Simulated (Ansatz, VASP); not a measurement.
This is a calculation of HfO2 for VASP 6.6.1.

The input INCAR:

```
SYSTEM = HfO2
  ALGO = Normal
  EDIFF = 1E-7
  ENCUT = 520
  GGA = PE
  ISIF = 2
  ISMEAR = 0
  LASPH = .True.
  LCHARG = .False.
  LREAL = .False.
  LWAVE = .False.
  NBANDS = 31
  NELM = 80
  PREC = Accurate
  SIGMA = 0.012
```

File KPOINTS:

```
k-points
0
Gamma
  8 8 5
  0 0 0
```

POSCAR

```
HfO2
1.0
    3.5580193300      0.0000000000      0.0000000000
    0.0000000000      3.5580193300      0.0000000000
    0.0000000000      0.0000000000      5.1718612100
Hf O
2 4
Direct
    0.0000000000      0.0000000000      0.0000000000
    0.5000000000      0.5000000000      0.5000000000
    0.0000000000      0.5000000000      0.1972078800
    0.5000000000      0.0000000000      0.3027921200
    0.5000000000      0.0000000000      0.8027921200
    0.0000000000      0.5000000000      0.6972078800
```

Potentials or basis: VASP PAW PBE potentials, release 64 (Hf_pv, O).

The run is started by

```bash
$ cat potpaw_PBE.64/Hf_pv/POTCAR potpaw_PBE.64/O/POTCAR > POTCAR
$ mpirun -np 1 vasp_std > vasp.out
```

Question: Set up the same calculation for Ansatz 0.2.0. Potentials there: Ansatz PAW.

Answer: As run (the cutoff follows the program's own potentials):

Contents of input.yaml:

```yaml
crystal:
  lattice:
    - [3.55801933, 0.0, 0.0]
    - [0.0, 3.55801933, 0.0]
    - [0.0, 0.0, 5.17186121]
  atoms:
    - { symbol: Hf, position: [0.0, 0.0, 0.0] }
    - { symbol: Hf, position: [0.5, 0.5, 0.5] }
    - { symbol: O, position: [0.0, 0.5, 0.19720788] }
    - { symbol: O, position: [0.5, 0.0, 0.30279212] }
    - { symbol: O, position: [0.5, 0.0, 0.80279212] }
    - { symbol: O, position: [0.0, 0.5, 0.69720788] }
hamiltonian:
  xc: pbe
  pseudopotentials: { kind: paw }
kpoints:
  mp_grid: { grid: [8, 8, 5] }
scf:
  occupations: { method: gaussian, width: 0.012 }
output:
  forces: true
  stress: true
  eigenvalues: true
```

Potentials or basis: Ansatz PAW.

Run with:

```bash
$ ansatz run input.yaml --threads 2 --pin off --max-ram 5632MiB --backend cpu --events-out ev --progress --plain --runs-dir out
```

Both were run:

|  | VASP | Ansatz | Ansatz less VASP |
| --- | --- | --- | --- |
| gap on the k mesh at the Fermi level (eV) | 4.76 | 4.78 | +0.015 |
| least direct gap on the mesh (eV) | 4.83 | 4.84 | +0.006 |
| pressure (GPa) | 6.5 | 10.0 | +3.48 |
| traceless stress, the component that is largest in VASP (GPa) | -0.53 | -0.61 | -0.079 |
| rms of the force components (eV/Å) | 0.047 | 0.066 | +0.0194 |

Atom by atom the forces differ by 0.019 eV/Å (rms over components). With one functional, cell and mesh, what is left measures potentials, basis and numerics. VASP's potentials hold 44 valence electrons a cell and Ansatz's 76, so a difference there can come from the potentials and not from the codes.

Spin-orbit coupling is off throughout. Noted on Ansatz's run: odd divisions of the mesh miss points on the zone boundary, where band edges often lie, so the gap on the mesh can be too wide.
